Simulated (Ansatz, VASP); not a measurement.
One calculation of PtSe2, two programs

```
Pt Se
1.0
     3.75192   -0.00033    0.02480
    -1.87608    3.24906   -0.01196
     0.08816   -0.00042   13.18396
Pt Se
2 4
Direct
  0.98264 0.99806 0.99975
  0.01739 0.00196 0.50027
  0.31133 0.66476 0.09876
  0.34597 0.66859 0.59933
  0.68866 0.33527 0.40120
  0.65402 0.33136 0.90069
```

Change from the starting cell: cell x2, atoms moved at random (sigma 0.1 Å) and cell strained at random (1.5 %), then relaxed without symmetry.

Alike in both runs: functional PBE; k mesh 6 × 6 × 1; occupations gaussian, width 0.1 eV; no spin polarisation.

Ansatz relaxed the structure, and its values are those at the end. VASP's run is a single point on that final structure, the one shown.

|  | VASP | Ansatz |
| --- | --- | --- |
| version | VASP 6.6.1 | Ansatz 0.2.0 |
| potentials or method | VASP PAW PBE potentials, release 64 (Pt, Se), cutoff 520 eV | scalar-relativistic, plane waves, PAW |
| valence electrons in the cell | 44 | 100 |

```tsv
	VASP	Ansatz	Ansatz less VASP
gap on the k mesh at the Fermi level (eV)	1.35	1.36	+0.010
least direct gap on the mesh (eV)	1.40	1.41	+0.008
pressure (GPa)	0.0	0.0	+0.04
rms of the force components (eV/Å)	0.002	0.003	+0.0006
```

VASP's potentials hold 44 valence electrons a cell and Ansatz's 100, so a difference there can come from the potentials and not from the codes.

The k mesh is coarse, so the values compare programs but aren't converged. Neither program's run includes spin-orbit coupling.
